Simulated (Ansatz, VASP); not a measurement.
## Two plane-wave programs on Be5Sn

```
CELL_PARAMETERS angstrom
2.80428 0.00000 0.00000
-1.40214 2.42858 0.00000
0.00000 0.00000 11.22741
ATOMIC_POSITIONS crystal
Be 0.00000 0.00000 0.64371
Be 0.33333 0.66667 0.78443
Be 0.33333 0.66667 0.21557
Be 0.00000 0.00000 0.35629
Be 0.66667 0.33333 0.50000
Sn 0.00000 0.00000 0.00000
```

Alike in both runs: functional PBE; k mesh 18 × 18 × 4; occupations gaussian, width 0.1 eV; no spin polarisation.

Ansatz relaxed the structure, and its values are those at the end. VASP's run is a single point on that final structure, the one shown.

|  | VASP | Ansatz |
| --- | --- | --- |
| version | VASP 6.6.1 | Ansatz 0.2.0 |
| potentials or method | VASP PAW PBE potentials, release 64 (Be, Sn_d), cutoff 520 eV | scalar-relativistic, plane waves, PAW |
| valence electrons in the cell | 24 | 24 |

```tsv
	VASP	Ansatz	Ansatz less VASP
gap on the k mesh at the Fermi level (eV)	none	none	-
pressure (GPa)	0.0	0.0	-0.01
```

A gap of «none» marks a metal or a gap that the smearing closes. The functional is the same, so the differences come from potentials, cutoffs and numerics.
